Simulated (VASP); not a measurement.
# TiH2: single point with r2SCAN

The system is TiH2.

```xyz
3
Lattice="-1.7242 1.7242 2.3042 1.7242 -1.7242 2.3042 1.7242 1.7242 -2.3042" Properties=species:S:1:pos:R:3 pbc="T T T"
Ti    0.0000    0.0000    0.0000
H     0.0000    1.7242    1.1521
H     1.7242    0.0000    1.1521
```

This cell differs from its parent crystal: strain +0.080 along x and y, +0.080 along z.

```
Program                : VASP 6.6.1
Task                   : single point
Functional             : r2SCAN
Potentials or basis    : VASP PAW PBE potentials, release 64 (Ti_sv, H)
Cutoff                 : 520 eV
k mesh                 : 20 × 20 × 20
Occupations            : gaussian, width 0.15 eV
Spin                   : no spin polarisation
Dipole correction      : no
Further INCAR settings : ALGO = Normal; EDIFF = 1e-06; NBANDS = 14
```

| Quantity | Value |
| --- | --- |
| Pressure | -22.5 GPa |
| Band gap on the k mesh | zero (bands 7 and 8 overlap by 0.47 eV) |

Stress tensor (GPa, compression positive):
```
-22.89   0.00   0.00
  0.00 -22.89   0.00
  0.00   0.00 -21.78
```

Levels at points of the mesh, in eV from the Fermi level:
| k point | band 5 | band 6 | band 7 | band 8 | band 9 | band 10 |
| --- | --- | --- | --- | --- | --- | --- |
| (0.00, 0.00, 0.00) | -9.93 | -0.30 | -0.30 | -0.07 | 0.03 | 0.88 |
| (0.50, 0.00, 0.00) | -6.77 | -5.35 | -0.31 | 0.09 | 1.64 | 1.71 |
| (0.50, 0.50, 0.00) | -5.72 | -5.22 | -2.45 | 1.71 | 1.73 | 1.87 |
| (0.50, 0.50, 0.50) | -5.62 | -5.06 | -2.29 | 1.66 | 1.77 | 1.77 |

It took 34 min on 1 thread of AMD EPYC 7R13 (shared host), peak memory 0.34 GiB.

Caveat: the cell differs from its parent crystal (strain +0.080 along x and y, +0.080 along z); the cell stands under tension; the PAW data sets were made with another functional, which shifts forces and pressure a little.
